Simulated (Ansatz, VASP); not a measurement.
## Mg in VASP and in Ansatz

```
CELL_PARAMETERS angstrom
0.00000 3.42652 3.42652
3.42652 0.00000 3.42652
3.42652 3.42652 0.00000
ATOMIC_POSITIONS crystal
Mg 0.12500 0.12500 0.12500
Mg 0.87500 0.87500 0.87500
```

Alike in both runs: task single point; functional revPBE; k mesh 9 × 9 × 9; occupations fermi-dirac, width 0.1 eV; no spin polarisation.

|  | VASP | Ansatz |
| --- | --- | --- |
| version | VASP 6.6.1 | Ansatz 0.2.0 |
| potentials or method | VASP PAW PBE potentials, release 64 (Mg), cutoff 520 eV | plane waves (420 eV) with PAW, scalar-relativistic |
| valence electrons in the cell | 4 | 20 |

|  | VASP | Ansatz | Ansatz less VASP |
| --- | --- | --- | --- |
| pressure (GPa) | 0.4 | 0.5 | +0.04 |

VASP's potentials were made for PBE, not for revPBE. The functional is the same, so the differences come from potentials, cutoffs and numerics. VASP's potentials hold 4 valence electrons a cell and Ansatz's 20, so a difference there can come from the potentials and not from the codes.
